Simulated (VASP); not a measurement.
Input of a VASP 6.6.1 run:

Contents of INCAR:

```
ALGO = Normal
EDIFF = 1E-6
ENCUT = 520
GGA = PE
ISIF = 2
ISMEAR = 0
IVDW = 13
LASPH = T
LCHARG = F
LREAL = F
LWAVE = F
NBANDS = 28
NELM = 60
PREC = Accurate
SIGMA = 0.01
```

The input KPOINTS:

```
k-points
0
Gamma
  12 12 4
```

File POSCAR:

```
La2O3
1.0
    4.0204376397      0.0000000000      0.0000000000
   -2.0102188198      3.4817956719      0.0000000000
    0.0000000000      0.0000000000      6.2513582118
La O
2 3
Direct
    0.6666666667      0.3333333333      0.7537600000
    0.3333333333      0.6666666667      0.2462400000
    0.6666666667      0.3333333333      0.3541100000
    0.3333333333      0.6666666667      0.6458900000
    0.0000000000      0.0000000000      0.0000000000
```

Potentials or basis: VASP PAW PBE potentials, release 64 (La, O).

Run with:

```sh
$ cat potpaw_PBE.64/La/POTCAR potpaw_PBE.64/O/POTCAR > POTCAR
$ mpirun -np 1 vasp_std > vasp.out
```

**Question.** Estimate the largest force.

**Answer.** 0.499 eV/Å.

**Question.** Predict the dispersion energy per atom.

**Answer.** -0.241 eV.

**Question.** Predict the pressure.

**Answer.** -8.8 GPa.

Stress tensor (GPa, compression positive):
```
-9.60  0.00  0.00
 0.00 -9.60  0.00
 0.00  0.00 -7.27
```

Caveat: the cell stands under tension.
